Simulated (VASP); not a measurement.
# H24CO11 in VASP: single point with PBE+D3(BJ)

Aim: the single point of H24CO11 with PBE+D3(BJ).

All numbers are computed with VASP 6.6.1; they aren't measurements. Logs are shortened: lines on timing, memory, paths and dates and some standing lists are left out, and cuts for length are marked.

### Step 1. The cell of the first run

The cell holds a disordered packing, 36 atoms: a = 7.160 Å, b = 7.160 Å, c = 7.160 Å, α = 90.00°, β = 90.00°, γ = 90.00°.

### Step 2. Single point, PBE+D3(BJ)

INCAR reads:

```
PREC = Accurate
ENCUT = 1000
EDIFF = 1E-6
ISMEAR = -1
SIGMA = 0.02
LREAL = Auto
LASPH = T
NELM = 120
ALGO = Normal
ISIF = 2
LWAVE = F
LCHARG = F
GGA = PE
IVDW = 12
NBANDS = 71
GGA_COMPAT = F
```

KPOINTS reads:

```
regular mesh
0
Gamma
  1 1 1
```

POSCAR reads:

```
H24CO11
1.0
    7.1595990000      0.0000000000      0.0000000000
    0.0000000000      7.1595990000      0.0000000000
    0.0000000000      0.0000000000      7.1595990000
O H C
11 24 1
Direct
    0.5085145357      0.2174072879      0.9552300902
    0.2130996369      0.9687353185      0.5225420045
    0.9011556486      0.4296455458      0.4188319546
    0.8252841855      0.1059746944      0.2069274896
    0.6826951651      0.7815988729      0.3642662198
    0.0368792057      0.8255524323      1.0171523266
    0.3637211112      0.6493718128      0.7470587534
    0.3765022990      0.8955982976      0.1623176333
    0.7275040361      0.8985907289      0.7287343392
    0.8216831687      0.2848513113      0.7729794194
    0.2735412656      0.3470044378      0.5201450208
    0.6173686294      0.2598275138      0.8764862801
    0.4168768342      0.3176817585      0.9417556955
    0.2615008764      0.8703085029      0.6054546381
    0.2647079283      0.9387959325      0.3982749085
    0.8788852444      0.3159503327      0.3421776626
    1.0389251441      0.4320680333      0.4304569388
    0.7796326986     -0.0059829684      0.2755071324
    0.7159335265      0.1487639095      0.1358320108
    0.5716742302      0.7817797290      0.2814089001
    0.7547665653      0.6663403286      0.3441165093
   -0.0173455608      0.8034612852      0.8944693928
   -0.0323059618      0.9347143503      1.0639757905
    0.4996882270      0.6474809455      0.7377207264
    0.3225039780      0.5367473237      0.6776933881
    0.4164789309      1.0072728002      0.0929577258
    0.2654508270      0.8500307994      0.0911240571
    0.6083212168      0.9407491553      0.7800597083
    0.7011487195      0.8619592188      0.5979222439
    0.8420515553      0.3467339579      0.6506812449
    0.8376874117      0.1516410167      0.7435883662
    0.5216567336      0.4735652771      0.4429814197
    0.2388346550      0.2147240403      0.5463204466
    0.5395467301      0.2288511357      0.4878070344
    0.4342864249      0.3105104974      0.2755532977
    0.4517048773      0.3386342839      0.4253845302
```

Potentials or basis: VASP PAW PBE potentials, release 64 (O_h, H_h, C_h).

Started as:

```sh
$ cat potpaw_PBE.64/O_h/POTCAR potpaw_PBE.64/H_h/POTCAR potpaw_PBE.64/C_h/POTCAR > POTCAR
$ mpirun -np 1 vasp_gam > vasp.out
```

OUTCAR:

```text
PREC = Accurate
   ENCUT = 1000
   EDIFF = 1E-6
   ISMEAR = -1
   LREAL = Auto
   LASPH = T
   NELM = 120
   ISIF = 2
   GGA = PE
   IVDW = 12
 IVDW          = 12

 ion  position               nearest neighbor table
   1  0.509  0.217  0.955-  13 0.98  12 1.01
   2  0.213  0.969  0.523-  14 0.98  15 0.99
   3  0.901  0.430  0.419-  17 0.99  16 0.99
   4  0.825  0.106  0.207-  19 0.98  18 1.00
   5  0.683  0.782  0.364-  21 0.98  20 0.99
   6  0.037  0.826  0.017-  22 0.97  23 0.98
   7  0.364  0.649  0.747-  24 0.98  25 0.99
   8  0.377  0.896  0.162-  26 0.98  27 1.00
   9  0.728  0.899  0.729-  28 0.98  29 0.99
  10  0.822  0.285  0.773-  31 0.98  30 0.99
  11  0.274  0.347  0.520-  33 1.00  36 1.45
  12  0.617  0.260  0.876-   1 1.01
  13  0.417  0.318  0.942-   1 0.98
  14  0.262  0.870  0.605-   2 0.98
  15  0.265  0.939  0.398-   2 0.99
  16  0.879  0.316  0.342-   3 0.99
  17  0.039  0.432  0.430-   3 0.99
[... 16 lines left out ...]
  34  0.540  0.229  0.488-  36 1.10
  35  0.434  0.311  0.276-  36 1.10
  36  0.452  0.339  0.425-  32 1.10  35 1.10  34 1.10  11 1.45

  LATTYP: Found a simple cubic cell.
 ALAT       =     7.1595990000

  Lattice vectors:

 A1 = (   7.1595990000,   0.0000000000,   0.0000000000)
 A2 = (   0.0000000000,   7.1595990000,   0.0000000000)
 A3 = (   0.0000000000,   0.0000000000,   7.1595990000)

Analysis of symmetry for initial positions (statically):
=====================================================================
 Subroutine PRICEL returns:
 Original cell was already a primitive cell.

 Routine SETGRP: Setting up the symmetry group for a
 simple cubic supercell.

 Subroutine GETGRP returns: Found  1 space group operations
 (whereof  1 operations were pure point group operations)
 out of a pool of 48 trial point group operations.

The static configuration has the point symmetry C_1 .

Analysis of symmetry for dynamics (positions and initial velocities):
=====================================================================
 Subroutine PRICEL returns:
 Original cell was already a primitive cell.

 Routine SETGRP: Setting up the symmetry group for a
 simple cubic supercell.

 Subroutine GETGRP returns: Found  1 space group operations
 (whereof  1 operations were pure point group operations)
[... 146 lines left out ...]
   EDIFF  = 0.1E-05   stopping-criterion for ELM
   LREAL  =      T    real-space projection
   EDIFFG = 0.1E-04   stopping-criterion for IOM
   NSW    =      0    number of steps for IOM
   IBRION =     -1    ionic relax: 0-MD 1-quasi-New 2-CG
   NFREE  =      0    steps in history (QN), initial steepest desc. (CG)
   ISIF   =      2    stress and relaxation
   ISYM   =      2    0-nonsym 1-usesym 2-fastsym
   POTIM  = 0.5000    time-step for ionic-motion
   TEBEG  =    0.0;   TEEND  =   0.0 temperature during run
   PSTRESS=    0.0 pullay stress
   NELECT =      94.0000    total number of electrons
   NUPDOWN=      -1.0000    fix difference up-down
   EMIN   =  10.00;   EMAX   =-10.00  energy-range for DOS
   EFERMI =   0.00;   METHOD = LEGACY
   ISMEAR =    -1;   SIGMA  =   0.02  broadening in eV -4-tet -1-fermi 0-gaus
   EFERMI_NEDOS =   21; number of points for ismear=-14 and -15
   IALGO  =     38    algorithm
   IMIX   =      4    mixing-type and parameters
     AMIX     =   0.40;   BMIX     =  1.00
     AMIX_MAG =   1.60;   BMIX_MAG =  1.00
  volume/ion in A,a.u.               =      10.19        68.80
  Fermi-wavevector in a.u.,A,eV,Ry     =   1.039670  1.964691 14.706717  1.080913
  Thomas-Fermi vector in A             =   2.174211
   LORBIT       =      0    0 simple, 1 ext, 2 COOP (PROOUT), +10 PAW based schemes
   GGA     = PE    functional components
   LHFCALC =     F    Hartree Fock is set to
   AEXX    =    0.0000 exact exchange contribution
   IVDW    =    12    specifies the selected vdW correction
   LEPSILON=     F    determine dielectric tensor
   LRPA    =     F    only Hartree local field effects (RPA)
 non-spin polarized calculation
  energy-cutoff  :     1000.00
  volume of cell :      367.00
 maximum number of plane-waves:     13097
 NGX is ok and might be reduce to    80
   NGX = 37   NGY = 37   NGZ = 37

 number of electron      94.0000004 magnetization

 Free energy of the ion-electron system (eV)
  ---------------------------------------------------
  ext. energy  EPLUGINS =         0.00000000
  ---------------------------------------------------
  free energy    TOTEN  =      -177.81219920 eV

  energy without entropy =     -177.81219920  energy(sigma->0) =     -177.81219920

 E-fermi :  -2.9817     XC(G=0):  -6.7165

 val. band max:       -3.5060191959   @ k =   0.0000   0.0000   0.0000
 cond. band min:       1.4126543363   @ k =   0.0000   0.0000   0.0000
 fundamental gap:      4.9186735322
 Fermi energy:        -2.9816546150

 k-point     1 :       0.0000    0.0000    0.0000
  band No.  band energies     occupation
      1     -22.4937      2.00000
      2     -22.3712      2.00000
      3     -22.1355      2.00000
      4     -21.9959      2.00000
      5     -21.8667      2.00000
      6     -21.8010      2.00000
[... 51 lines left out ...]
     58       6.2607      0.00000
     59       6.3001      0.00000
 [bands above 59 left out]

------------------------ aborting loop because EDIFF is reached ----------------------------------------

 Edisp (eV)   -1.23381

 E8    (eV) :    -0.2558

  FORCE on cell =-STRESS in cart. coord.  units (eV):
  Direction    XX          YY          ZZ          XY          YZ          ZX
  --------------------------------------------------------------------------------------
  -------------------------------------------------------------------------------------
  Total      -2.53497    -2.98716    -0.67736     1.13060     0.75335    -0.77738
  in kB     -11.06667   -13.04074    -2.95707     4.93575     3.28882    -3.39375
  external pressure =       -9.02 kB  Pullay stress =        0.00 kB

 VOLUME and BASIS-vectors are now :
 -----------------------------------------------------------------------------
  energy-cutoff  :     1000.00
  volume of cell :      367.00
      direct lattice vectors                 reciprocal lattice vectors
     7.159599000  0.000000000  0.000000000     0.139672627  0.000000000  0.000000000
     0.000000000  7.159599000  0.000000000     0.000000000  0.139672627  0.000000000
     0.000000000  0.000000000  7.159599000     0.000000000  0.000000000  0.139672627

 POSITION                                       TOTAL-FORCE (eV/Angst)
 -----------------------------------------------------------------------------------
      3.64076      1.55655      6.83906        -0.118806      0.200710     -0.042923
      1.52571      6.93576      3.74119         0.092472     -0.022319      0.061170
      6.45191      3.07609      2.99867         0.057600     -0.118787     -0.055137
      5.90870      0.75874      1.48152        -0.246481     -0.000739     -0.030513
      4.88782      5.59593      2.60800         0.000277     -0.064584     -0.060152
      0.26404      5.91062      0.12280        -0.024938      0.065010     -0.032397
[... 28 lines left out ...]
      3.10932      2.22313      1.97285        -0.047172      0.023201      0.061676
      3.23403      2.42449      3.04558        -0.155848     -0.071808      0.038344
 -----------------------------------------------------------------------------------
    total drift:                               -0.000124     -0.001197      0.003211

  FREE ENERGIE OF THE ION-ELECTRON SYSTEM (eV)
  ---------------------------------------------------
  free  energy   TOTEN  =      -179.0460079728 eV

  energy  without entropy=     -179.0460079728  energy(sigma->0) =     -179.04600797
```

Wall time 2.9 min (1 thread of Intel Xeon Platinum 8259CL at 2.50GHz (Skylake/Cascade Lake), shared host); peak memory 0.91 GiB.

What came out:

```yaml
Free_energy: -179.0460 eV
Pressure: -0.9 GPa
Largest_force: 0.253 eV/Å
Band_gap_on_the_k_mesh: 4.92 eV
Dispersion_energy_per_atom: -0.034 eV
```

Forces in eV/Å, atoms in the order of the input:
```
O   -0.119  0.201 -0.043
O    0.092 -0.022  0.061
O    0.058 -0.119 -0.055
O   -0.246 -0.001 -0.031
O    0.000 -0.065 -0.060
O   -0.025  0.065 -0.032
O    0.100 -0.120 -0.081
O    0.008  0.047 -0.023
O   -0.208  0.007  0.055
O    0.024 -0.139 -0.150
O    0.216  0.038 -0.073
H    0.122 -0.019 -0.049
H    0.104 -0.218  0.076
H   -0.047  0.051 -0.040
H   -0.007  0.036  0.005
H   -0.029  0.085  0.043
H   -0.087 -0.002  0.042
H    0.088  0.052  0.011
H    0.163  0.008  0.023
H    0.035  0.052  0.048
H    0.052  0.052  0.026
H    0.030 -0.018  0.019
H    0.009  0.013  0.060
H   -0.141  0.062  0.040
H   -0.047  0.091  0.044
H   -0.011 -0.101  0.037
H   -0.020 -0.011  0.023
H    0.162 -0.043 -0.102
H    0.022  0.015  0.031
H    0.000  0.073  0.015
H   -0.032  0.007  0.043
H   -0.054 -0.024  0.004
H    0.023 -0.097 -0.006
H   -0.032  0.093 -0.061
H   -0.047  0.023  0.062
C   -0.156 -0.072  0.038
```

Stress tensor (GPa, compression positive):
```
-1.11  0.49 -0.34
 0.49 -1.30  0.33
-0.34  0.33 -0.30
```

Levels at points of the mesh, in eV from the valence-band top:
| k point | band 44 | band 45 | band 46 | band 47 | band 48 | band 49 | band 50 | band 51 |
| --- | --- | --- | --- | --- | --- | --- | --- | --- |
| (0.00, 0.00, 0.00) | -0.27 | -0.23 | -0.09 | 0.00 | 4.92 | 7.46 | 7.65 | 7.93 |

Caveat: the k points lie up to 0.88 Å⁻¹ apart.
